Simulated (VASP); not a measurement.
Here is a VASP 6.6.1 calculation.

File INCAR:

```
SYSTEM = AlN
ALGO = Normal ; EDIFF = 1E-7
ENCUT = 520 ; GGA = PS
ISIF = 2 ; ISMEAR = 0
LASPH = .TRUE. ; LCHARG = .TRUE.
LELF = .TRUE. ; LREAL = .FALSE.
LVHAR = .TRUE. ; LWAVE = .FALSE.
NBANDS = 16 ; NELM = 100
PREC = Accurate ; SIGMA = 0.05
```

KPOINTS

```
k-points
0
G
  9 9 6
  0 0 0
```

Contents of POSCAR:

```
AlN
1.0
    3.2818000000      0.0000000000      0.0000000000
   -1.6409000000      2.8421221701      0.0000000000
    0.0000000000      0.0000000000      4.0584000000
Al N
2 2
Direct
    0.3333333333      0.6666666667      0.7500000000
    0.6666666667      0.3333333333      0.2500000000
    0.3333333333      0.6666666667      0.2500000000
    0.6666666667      0.3333333333      0.7500000000
```

Potentials or basis: VASP PAW PBE potentials, release 64 (Al, N).

Run with:

```console
$ cat potpaw_PBE.64/Al/POTCAR potpaw_PBE.64/N/POTCAR > POTCAR
$ mpirun -np 1 vasp_std > vasp.out
```

(1) What does it give for the pressure?

(2) Estimate the band gap on the k mesh.

Answers

(1) 7.1 GPa.

(2) 3.60 eV, direct.

Caveat: the PAW data sets were made with another functional, which shifts forces and pressure a little.
